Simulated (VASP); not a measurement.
CdH, 8 atoms in the cell. The structure is hexagonal, space group P6_3/mmc (No. 194). Conventional cell: a = 3.098 Å, b = 3.098 Å, c = 13.895 Å, α = 90.00°, β = 90.00°, γ = 120.00°. Within 2.9 Å of Cd (site symmetry -3m) lie 2 H at 2.16 Å. Cd (site symmetry -6m2) has 6 H at 2.22 Å within 2.9 Å. Within 2.9 Å of H (site symmetry 3m) lie 4 Cd at 2.16 to 2.22 Å and 1 H at 2.62 Å. 

- Program: VASP 6.6.1
- Task: single point
- Functional: PBE
- Potentials or basis: VASP PAW PBE potentials, release 64 (Cd, H)
- Cutoff: 520 eV
- k mesh: 12 × 12 × 4
- Occupations: gaussian, width 0.1 eV
- Spin: no spin polarisation
- Dipole correction: no
- Further INCAR settings: ALGO = Fast; EDIFF = 1e-07; NBANDS = 36

Potentials or basis: VASP PAW PBE potentials, release 64 (Cd, H).

Launch:

```console
$ cat potpaw_PBE.64/Cd/POTCAR potpaw_PBE.64/H/POTCAR > POTCAR
$ mpirun -np 1 vasp_std > vasp.out
```

Hardware: 1 thread of Intel(R) Xeon(R) 6975P-C (Granite Rapids), with other jobs on the host.

Q: How long does it take, and how much memory?

A: Wall time 86 s on 1 thread of Intel(R) Xeon(R) 6975P-C (Granite Rapids), with other jobs on the host, peak memory 0.34 GiB. Counts: scf iterations 13, k points 57.
